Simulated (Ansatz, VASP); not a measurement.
N: VASP beside Ansatz

The input INCAR:

```
PREC = Accurate
ENCUT = 520
EDIFF = 1E-7
ISMEAR = 0
SIGMA = 0.01
LREAL = False
LASPH = True
NELM = 80
ALGO = Normal
ISIF = 2
LWAVE = False
LCHARG = True
GGA = PE
IVDW = 12
LELF = True
LVHAR = True
NBANDS = 12
```

Contents of KPOINTS:

```
Automatic mesh
0
Gamma
  1 1 1
```

The input POSCAR:

```
N
1.0
    9.6000000000      0.0000000000      0.0000000000
    0.0000000000      9.8000000000      0.0000000000
    0.0000000000      0.0000000000     10.0000000000
N
2
Direct
    0.5331220986      0.5324461374      0.5317972147
    0.4668779014      0.4675538626      0.4682027853
```

Input for Ansatz:

```yaml
crystal:
  lattice:
    - [9.6, 0.0, 0.0]
    - [0.0, 9.8, 0.0]
    - [0.0, 0.0, 10.0]
  atoms:
    - { symbol: "N", position: [0.5331220986, 0.5324461374, 0.5317972147] }
    - { symbol: "N", position: [0.4668779014, 0.4675538626, 0.4682027853] }
basis:
  ecutwfc: 420
kpoints:
  mp_grid: { grid: [1, 1, 1] }
hamiltonian:
  xc: pbe
  dispersion: d3bj
scf:
  occupations: { method: gaussian, width: 0.01 }
output:
  forces: true
  eigenvalues: true
```

Alike in both runs: task single point; functional PBE; dispersion D3(BJ); k mesh 1 × 1 × 1; occupations gaussian, width 0.01 eV; no spin polarisation.

|  | VASP | Ansatz |
| --- | --- | --- |
| version | VASP 6.6.1 | Ansatz 0.2.0 |
| potentials or method | VASP PAW PBE potentials, release 64 (N), cutoff 520 eV | scalar-relativistic, plane waves, PAW |
| valence electrons in the cell | 10 | 10 |

|  | VASP | Ansatz | Ansatz less VASP |
| --- | --- | --- | --- |
| gap on the k mesh at the Fermi level (eV) | 8.21 | 8.25 | +0.042 |
| rms of the force components (eV/Å) | 1.066 | 0.054 | -1.0121 |

Atom by atom the forces differ by 1.012 eV/Å (rms over components). One of these differences is far larger than is usual between the two programs; its cause wasn't traced.

Noted on VASP's run: the standard files for N, O and F lose accuracy on very short bonds.
